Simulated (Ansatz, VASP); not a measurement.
## TiO2 in VASP and in Ansatz

```
CELL_PARAMETERS angstrom
-1.79610 1.79610 5.52193
1.79610 -1.79610 5.52193
1.79610 1.79610 -5.52193
ATOMIC_POSITIONS crystal
Ti 0.00000 0.00000 0.00000
Ti 0.75000 0.25000 0.50000
O 0.21034 0.21034 0.00000
O 0.96034 0.46034 0.50000
O 0.53966 0.03966 0.50000
O 0.78966 0.78966 0.00000
```

Alike in both runs: task single point; functional PBE; k mesh 8 × 8 × 8; occupations gaussian, width 0.05 eV; no spin polarisation; Hubbard terms Ti d U = 4.0 eV.

|  | VASP | Ansatz |
| --- | --- | --- |
| version | VASP 6.6.1 | Ansatz 0.2.0 |
| potentials or method | VASP PAW PBE potentials, release 64 (Ti_sv, O), cutoff 520 eV | scalar-relativistic, plane waves, PAW |
| valence electrons in the cell | 48 | 48 |

|  | VASP | Ansatz | Ansatz less VASP |
| --- | --- | --- | --- |
| gap on the k mesh at the Fermi level (eV) | 2.77 | 2.64 | -0.127 |
| least direct gap on the mesh (eV) | 2.95 | 2.93 | -0.023 |
| pressure (GPa) | 14.9 | 10.0 | -4.87 |
| traceless stress, the component that is largest in VASP (GPa) | -25.55 | -21.45 | +4.104 |
| rms of the force components (eV/Å) | 0.881 | 0.841 | -0.0391 |

The programs project onto different local orbitals, so the same U acts differently, and such runs can settle in different states. Atom by atom the forces differ by 0.039 eV/Å (rms over components).
